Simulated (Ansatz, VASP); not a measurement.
# AlNi: VASP beside Ansatz

```
CELL_PARAMETERS angstrom
0.00000 -2.89272 0.00000
0.00000 0.00000 -2.89272
8.97817 -0.48212 -0.48212
ATOMIC_POSITIONS crystal
Al 0.87918 0.87918 0.72494
Al 0.98658 0.98658 0.08055
Al 0.93288 0.93288 0.40274
Ni 0.35233 0.35233 0.88604
Ni 0.45973 0.45973 0.24165
Ni 0.40603 0.40603 0.56384
```

Alike in both runs: task single point; functional PBE; k mesh 15 × 15 × 5; occupations gaussian, width 0.15 eV; no spin polarisation.

```csv
,VASP,Ansatz
version,VASP 6.6.1,Ansatz 0.2.0
potentials or method,"VASP PAW PBE potentials, release 64 (Al, Ni), cutoff 520 eV","scalar-relativistic, plane waves, PAW"
valence electrons in the cell,39,63
```

VASP gave:

| Item | Value |
| --- | --- |
| gap on the k mesh at the Fermi level (eV) | none |
| pressure (GPa) | -1.0 |
| traceless stress, the component that is largest in VASP (GPa) | 4.34 |
| rms of the force components (eV/Å) | 0.448 |

Question: What did Ansatz give for the same quantities?

Answer: gap on the k mesh at the Fermi level (eV): none; pressure (GPa): -1.1; traceless stress, the component that is largest in VASP (GPa): 4.33; rms of the force components (eV/Å): 0.446.

Atom by atom the forces differ by 0.003 eV/Å (rms over components). A gap of «none» marks a metal or a gap that the smearing closes. VASP's potentials hold 39 valence electrons a cell and Ansatz's 63, so a difference there can come from the potentials and not from the codes.
